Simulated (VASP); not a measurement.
# CdSe (I-4m2) in VASP: notebook

CdSe is run at these levels: PBE, r2SCAN; tasks: single point.

Program: VASP 6.6.1. These are calculated values, not measurements. Logs are shortened: lines on timing, memory, paths and dates and some standing lists are left out, and cuts for length are marked.

### Step 1. The cell of the first run

The structure is tetragonal, space group I-4m2 (No. 119). Conventional cell: a = 4.338 Å, b = 4.338 Å, c = 6.503 Å, α = 90.00°, β = 90.00°, γ = 90.00°. Cd (site symmetry -4m2) has 4 Se at 2.71 Å within 3.6 Å. Se (site symmetry -4m2) has 4 Cd at 2.71 Å within 3.6 Å.

### Step 2. Single point, PBE (uniaxial x strain +6.0%)

INCAR

```
SYSTEM = CdSe
PREC = Accurate ; ENCUT = 520
EDIFF = 1E-7 ; ISMEAR = -1
SIGMA = 0.02 ; LREAL = .FALSE.
LASPH = .TRUE. ; NELM = 80
ALGO = Normal ; ISIF = 2
LWAVE = .FALSE. ; LCHARG = .FALSE.
GGA = PE ; NBANDS = 16
```

KPOINTS

```
Automatic mesh
0
G
  8 8 8
  0 0 0
```

POSCAR

```
CdSe
1.0
    0.0000000000      3.0677809644      3.0677809644
    3.2515410441      0.0000000000      3.0677809644
    3.2515410441      3.0677809644      0.0000000000
Cd Se
1 1
Direct
    0.0000000000      0.0000000000      0.0000000000
    0.2500000000      0.2500000000      0.2500000000
```

Potentials or basis: VASP PAW PBE potentials, release 64 (Cd, Se).

Run with:

```
cat potpaw_PBE.64/Cd/POTCAR potpaw_PBE.64/Se/POTCAR > POTCAR
mpirun -np 1 vasp_std > vasp.out
```

OUTCAR:

```text
SYSTEM = CdSe
   PREC = Accurate
   ENCUT = 520
   EDIFF = 1E-7
   ISMEAR = -1
   LREAL = .FALSE.
   LASPH = .TRUE.
   NELM = 80
   ISIF = 2
   GGA = PE

 ion  position               nearest neighbor table
   1  0.000  0.000  0.000-   2 2.71   2 2.71   2 2.71   2 2.71
   2  0.250  0.250  0.250-   1 2.71   1 2.71   1 2.71   1 2.71

  LATTYP: Found a body centered tetragonal cell.
 ALAT       =     4.3384974462
 C/A-ratio  =     1.4989249547

  Lattice vectors:

 A1 = (   3.2515410441,   0.0000000000,   3.0677809644)
 A2 = (   3.2515410441,   0.0000000000,  -3.0677809644)
 A3 = (  -3.2515410441,   3.0677809644,   0.0000000000)

Analysis of symmetry for initial positions (statically):
=====================================================================
 Subroutine PRICEL returns:
 Original cell was already a primitive cell.

 Routine SETGRP: Setting up the symmetry group for a
 body centered tetragonal supercell.

 Subroutine GETGRP returns: Found  8 space group operations
 (whereof  8 operations were pure point group operations)
 out of a pool of 16 trial point group operations.

The static configuration has the point symmetry D_2d.

Analysis of symmetry for dynamics (positions and initial velocities):
=====================================================================
 Subroutine PRICEL returns:
 Original cell was already a primitive cell.

 Routine SETGRP: Setting up the symmetry group for a
 body centered tetragonal supercell.

 Subroutine GETGRP returns: Found  8 space group operations
 (whereof  8 operations were pure point group operations)
 out of a pool of 16 trial point group operations.

The dynamic configuration has the point symmetry D_2d.

 Subroutine INISYM returns: Found  8 space group operations
 (whereof  8 operations are pure point group operations),
 and found     1 'primitive' translations

----------------------------------------------------------------------------------------

                                     Primitive cell

  volume of cell :      61.2023

  direct lattice vectors                    reciprocal lattice vectors
     0.000000000  3.067780964  3.067780964    -0.153773240  0.162984257  0.162984257
[... 80 lines left out ...]
   ISPIN  =      1    spin polarized calculation?
   LNONCOLLINEAR =      F non collinear calculations
   LSORBIT =      F    spin-orbit coupling
   LASPH  =      T    aspherical Exc in radial PAW
   ENCUT  =  520.0 eV  38.22 Ry    6.18 a.u.   8.07  8.31  8.31*2*pi/ulx,y,z
   NELM   =     80;   NELMIN=  2; NELMDL= -5     # of ELM steps
   EDIFF  = 0.1E-06   stopping-criterion for ELM
   LREAL  =      F    real-space projection
   EDIFFG = 0.1E-05   stopping-criterion for IOM
   NSW    =      0    number of steps for IOM
   IBRION =     -1    ionic relax: 0-MD 1-quasi-New 2-CG
   NFREE  =      0    steps in history (QN), initial steepest desc. (CG)
   ISIF   =      2    stress and relaxation
   ISYM   =      2    0-nonsym 1-usesym 2-fastsym
   POTIM  = 0.5000    time-step for ionic-motion
   TEBEG  =    0.0;   TEEND  =   0.0 temperature during run
   PSTRESS=    0.0 pullay stress
   NELECT =      18.0000    total number of electrons
   NUPDOWN=      -1.0000    fix difference up-down
   EMIN   =  10.00;   EMAX   =-10.00  energy-range for DOS
   EFERMI =   0.00;   METHOD = LEGACY
   ISMEAR =    -1;   SIGMA  =   0.02  broadening in eV -4-tet -1-fermi 0-gaus
   EFERMI_NEDOS =   21; number of points for ismear=-14 and -15
   IALGO  =     38    algorithm
   IMIX   =      4    mixing-type and parameters
     AMIX     =   0.40;   BMIX     =  1.00
     AMIX_MAG =   1.60;   BMIX_MAG =  1.00
  volume/ion in A,a.u.               =      30.60       206.51
  Fermi-wavevector in a.u.,A,eV,Ry     =   1.088704  2.057352 16.126655  1.185276
  Thomas-Fermi vector in A             =   2.224891
   LORBIT       =      0    0 simple, 1 ext, 2 COOP (PROOUT), +10 PAW based schemes
   GGA     = PE    functional components
   LHFCALC =     F    Hartree Fock is set to
   AEXX    =    0.0000 exact exchange contribution
   IVDW    =     0    specifies the selected vdW correction
   LEPSILON=     F    determine dielectric tensor
   LRPA    =     F    only Hartree local field effects (RPA)
 non-spin polarized calculation
  energy-cutoff  :      520.00
  volume of cell :       61.20
 maximum number of plane-waves:      1666
   NGX = 17   NGY = 17   NGZ = 17

 number of electron      17.9999999 magnetization

 Free energy of the ion-electron system (eV)
  ---------------------------------------------------
  ext. energy  EPLUGINS =         0.00000000
  ---------------------------------------------------
  free energy    TOTEN  =        -5.48660697 eV

  energy without entropy =       -5.48660670  energy(sigma->0) =       -5.48660684

 E-fermi :   0.5554     XC(G=0):  -8.5108

 val. band max:        0.3674724064   @ k =   0.0000   0.0000   0.0000
 cond. band min:       0.7286818950   @ k =   0.0000   0.0000   0.0000
 fundamental gap:      0.3612094886
 Fermi energy:         0.5553836873

 k-point     1 :       0.0000    0.0000    0.0000
  band No.  band energies     occupation
      1     -11.8426      2.00000
      2      -7.3958      2.00000
      3      -7.3704      2.00000
      4      -7.3704      2.00000
      5      -7.0946      2.00000
      6      -7.0876      2.00000
[... 433 lines left out ...]
      3      -7.3105      2.00000
      4      -7.1385      2.00000
      5      -7.1013      2.00000
      6      -7.0295      2.00000
[... 8 lines left out ...]
     15      10.7433      0.00000
     16      11.5606      0.00000

 [... further k-points ...]

------------------------ aborting loop because EDIFF is reached ----------------------------------------

  FORCE on cell =-STRESS in cart. coord.  units (eV):
  Direction    XX          YY          ZZ          XY          YZ          ZX
  --------------------------------------------------------------------------------------
  -------------------------------------------------------------------------------------
  Total       -0.7045975     -0.2488728     -0.2488728      0.0000000      0.0000000     -0.0000000
  in kB      -18.4452155     -6.5150841     -6.5150841      0.0000000      0.0000000     -0.0000000
  external PRESSURE =     -10.4917946 kB  Pullay stress =       0.0000000 kB

 VOLUME and BASIS-vectors are now :
 -----------------------------------------------------------------------------
  energy-cutoff  :      520.00
  volume of cell :       61.20
      direct lattice vectors                 reciprocal lattice vectors
     0.000000000  3.067780964  3.067780964    -0.153773240  0.162984257  0.162984257
     3.251541044  0.000000000  3.067780964     0.153773240 -0.162984257  0.162984257
     3.251541044  3.067780964  0.000000000     0.153773240  0.162984257 -0.162984257

 POSITION                                       TOTAL-FORCE (eV/Angst)
 -----------------------------------------------------------------------------------
      0.00000      0.00000      0.00000        -0.000000     -0.000000      0.000000
      1.62577      1.53389      1.53389         0.000000      0.000000      0.000000
 -----------------------------------------------------------------------------------
    total drift:                                0.000001      0.000001      0.000001

  FREE ENERGIE OF THE ION-ELECTRON SYSTEM (eV)
  ---------------------------------------------------
  free  energy   TOTEN  =        -5.4866069737 eV

  energy  without entropy=       -5.4866067009  energy(sigma->0) =       -5.48660684
```

OSZICAR:

```text
N       E                     dE             d eps       ncg     rms          rms(c)
DAV:   1     0.105769929252E+03    0.10577E+03   -0.87636E+03  1912   0.100E+03
DAV:   2    -0.167263904299E+01   -0.10744E+03   -0.10166E+03  2280   0.244E+02
DAV:   3    -0.586191126182E+01   -0.41893E+01   -0.41816E+01  2240   0.499E+01
DAV:   4    -0.588026799725E+01   -0.18357E-01   -0.18356E-01  2472   0.334E+00
DAV:   5    -0.588038588712E+01   -0.11789E-03   -0.11789E-03  2280   0.233E-01    0.520E+00
DAV:   6    -0.550560514572E+01    0.37478E+00   -0.57515E-01  2728   0.839E+00    0.425E+00
DAV:   7    -0.548541171231E+01    0.20193E-01   -0.13193E-01  2288   0.239E+00    0.190E+00
DAV:   8    -0.548623920349E+01   -0.82749E-03   -0.11570E-02  2160   0.126E+00    0.235E-01
DAV:   9    -0.548648286656E+01   -0.24366E-03   -0.13284E-03  2360   0.428E-01    0.525E-02
DAV:  10    -0.548655372036E+01   -0.70854E-04   -0.14494E-04  2464   0.143E-01    0.458E-02
DAV:  11    -0.548660645902E+01   -0.52739E-04   -0.84856E-05  2360   0.569E-02    0.181E-02
DAV:  12    -0.548660628165E+01    0.17738E-06   -0.12048E-06  2208   0.104E-02    0.987E-03
DAV:  13    -0.548660693247E+01   -0.65082E-06   -0.19943E-06  2376   0.740E-03    0.369E-03
DAV:  14    -0.548660697371E+01   -0.41244E-07   -0.59711E-08  1992   0.167E-03
   1 F= -.54866070E+01 E0= -.54866068E+01  d E =-.272775E-06
```

stdout:

```text
POSCAR found type information on POSCAR CdSe
 POSCAR found :  2 types and       2 ions
 scaLAPACK will be used
 LDA part: xc-table for (Slater+PW92), standard interpolation
 POSCAR, INCAR and KPOINTS ok, starting setup
 FFT: planning ... GRIDC
 FFT: planning ... GRID_SOFT
 FFT: planning ... GRID
 WAVECAR not read
 entering main loop
```

Wall time 75 s (1 thread of Intel Xeon 8259CL, shared host); peak memory 0.23 GiB.

What came out:

| Property | Result |
| --- | --- |
| Free energy | -5.4866 eV |
| Pressure | -1.0 GPa |
| Band gap on the k mesh | 0.36 eV |

Caveat: the cell differs from its parent crystal (uniaxial x strain +6.0%).

### Step 3. Single point, r2SCAN (uniaxial x strain +6.0%)

POSCAR is that of step 2.

INCAR.step1

```
  PREC = Accurate
  ENCUT = 520
  ISMEAR = 0
  SIGMA = 0.01
  LREAL = False
  LASPH = True
  NELM = 100
  NBANDS = 16
  GGA = PE
  ALGO = Normal
  EDIFF = 1E-4
  LWAVE = True
  LCHARG = False
```

INCAR.step2

```
  PREC = Accurate
  ENCUT = 520
  EDIFF = 1E-6
  ISMEAR = 0
  SIGMA = 0.01
  LREAL = False
  LASPH = True
  NELM = 100
  ALGO = Normal
  ISIF = 2
  LWAVE = False
  LCHARG = False
  METAGGA = R2SCAN
  LMIXTAU = True
  NBANDS = 16
  ISTART = 1
```

KPOINTS

```
regular mesh
0
Gamma
  8 8 8
```

Potentials or basis: VASP PAW PBE potentials, release 64 (Cd, Se).

Run with:

```
cat potpaw_PBE.64/Cd/POTCAR potpaw_PBE.64/Se/POTCAR > POTCAR
cp INCAR.step1 INCAR
mpirun -np 1 vasp_std > vasp.out
cp INCAR.step2 INCAR
mpirun -np 1 vasp_std > vasp.out
```

OUTCAR:

```text
PREC = Accurate
   ENCUT = 520
   EDIFF = 1E-6
   ISMEAR = 0
   LREAL = False
   LASPH = True
   NELM = 100
   ISIF = 2
   METAGGA = R2SCAN
   ISTART = 1

 ion  position               nearest neighbor table
   1  0.000  0.000  0.000-   2 2.71   2 2.71   2 2.71   2 2.71
   2  0.250  0.250  0.250-   1 2.71   1 2.71   1 2.71   1 2.71

  LATTYP: Found a body centered tetragonal cell.
 ALAT       =     4.3384974462
 C/A-ratio  =     1.4989249547

  Lattice vectors:

 A1 = (   3.2515410441,   0.0000000000,   3.0677809644)
 A2 = (   3.2515410441,   0.0000000000,  -3.0677809644)
 A3 = (  -3.2515410441,   3.0677809644,   0.0000000000)

Analysis of symmetry for initial positions (statically):
=====================================================================
 Subroutine PRICEL returns:
 Original cell was already a primitive cell.

 Routine SETGRP: Setting up the symmetry group for a
 body centered tetragonal supercell.

 Subroutine GETGRP returns: Found  8 space group operations
 (whereof  8 operations were pure point group operations)
 out of a pool of 16 trial point group operations.

The static configuration has the point symmetry D_2d.

Analysis of symmetry for dynamics (positions and initial velocities):
[... 161 lines left out ...]
 val. band max:        0.0690434916   @ k =   0.0000   0.0000   0.0000
 cond. band min:       0.8906672806   @ k =   0.0000   0.0000   0.0000
 fundamental gap:      0.8216237890
 Fermi energy:         0.1433584797

 k-point     1 :       0.0000    0.0000    0.0000
  band No.  band energies     occupation
      1     -12.5520      2.00000
      2      -7.9351      2.00000
      3      -7.9086      2.00000
      4      -7.9086      2.00000
      5      -7.6113      2.00000
      6      -7.6070      2.00000
[... 433 lines left out ...]
      3      -7.8456      2.00000
      4      -7.6591      2.00000
      5      -7.6202      2.00000
      6      -7.5461      2.00000
[... 8 lines left out ...]
     15      10.9260      0.00000
     16      11.8446      0.00000

 [... further k-points ...]

------------------------ aborting loop because EDIFF is reached ----------------------------------------

  FORCE on cell =-STRESS in cart. coord.  units (eV):
  Direction    XX          YY          ZZ          XY          YZ          ZX
  --------------------------------------------------------------------------------------
  -------------------------------------------------------------------------------------
  Total       -1.2986718     -0.8109743     -0.8109743      0.0000000      0.0000000     -0.0000000
  in kB      -33.9971158    -21.2299877    -21.2299877      0.0000000      0.0000000     -0.0000000
  external PRESSURE =     -25.4856971 kB  Pullay stress =       0.0000000 kB

 VOLUME and BASIS-vectors are now :
 -----------------------------------------------------------------------------
  energy-cutoff  :      520.00
  volume of cell :       61.20
      direct lattice vectors                 reciprocal lattice vectors
     0.000000000  3.067780964  3.067780964    -0.153773240  0.162984257  0.162984257
     3.251541044  0.000000000  3.067780964     0.153773240 -0.162984257  0.162984257
     3.251541044  3.067780964  0.000000000     0.153773240  0.162984257 -0.162984257

 POSITION                                       TOTAL-FORCE (eV/Angst)
 -----------------------------------------------------------------------------------
      0.00000      0.00000      0.00000        -0.000000     -0.000000     -0.000000
      1.62577      1.53389      1.53389         0.000000      0.000000      0.000000
 -----------------------------------------------------------------------------------
    total drift:                               -0.000067      0.000020      0.000020

  FREE ENERGIE OF THE ION-ELECTRON SYSTEM (eV)
  ---------------------------------------------------
  free  energy   TOTEN  =       -35.8804958715 eV

  energy  without entropy=      -35.8804958715  energy(sigma->0) =      -35.88049587
```

OUTCAR.step1:

```text
PREC = Accurate
   ENCUT = 520
   ISMEAR = 0
   LREAL = False
   LASPH = True
[... 678 lines left out ...]
      0.00000      0.00000      0.00000         0.000000      0.000000      0.000000
      1.62577      1.53389      1.53389        -0.000000     -0.000000     -0.000000
 -----------------------------------------------------------------------------------
    total drift:                                0.000001      0.000001      0.000001

  FREE ENERGIE OF THE ION-ELECTRON SYSTEM (eV)
  ---------------------------------------------------
  free  energy   TOTEN  =        -5.4865532337 eV

  energy  without entropy=       -5.4865532337  energy(sigma->0) =       -5.48655323
```

OSZICAR.step1:

```text
N       E                     dE             d eps       ncg     rms          rms(c)
DAV:   1     0.105771159151E+03    0.10577E+03   -0.87636E+03  1912   0.100E+03
DAV:   2    -0.167263904289E+01   -0.10744E+03   -0.10164E+03  2280   0.244E+02
DAV:   3    -0.586191126182E+01   -0.41893E+01   -0.41816E+01  2240   0.499E+01
DAV:   4    -0.588026799724E+01   -0.18357E-01   -0.18356E-01  2472   0.334E+00
DAV:   5    -0.588038588712E+01   -0.11789E-03   -0.11789E-03  2280   0.233E-01    0.520E+00
DAV:   6    -0.550560514493E+01    0.37478E+00   -0.57515E-01  2728   0.839E+00    0.425E+00
DAV:   7    -0.548541166971E+01    0.20193E-01   -0.13193E-01  2288   0.239E+00    0.190E+00
DAV:   8    -0.548623917146E+01   -0.82750E-03   -0.11570E-02  2160   0.126E+00    0.235E-01
DAV:   9    -0.548648284038E+01   -0.24367E-03   -0.13283E-03  2360   0.428E-01    0.525E-02
DAV:  10    -0.548655323366E+01   -0.70393E-04   -0.14034E-04  2048   0.143E-01
   1 F= -.54865532E+01 E0= -.54865532E+01  d E =-.358099E-72
```

It took 4.7 min on 1 thread of Intel Xeon 8259CL, shared host; peak memory 0.24 GiB.

Results:

| Quantity | Value |
| --- | --- |
| Free energy | -35.8805 eV |
| Pressure | -2.5 GPa |
| Band gap on the k mesh | 0.82 eV |

Caveat: the cell differs from its parent crystal (uniaxial x strain +6.0%); the PAW data sets were made with another functional, which shifts forces and pressure a little.
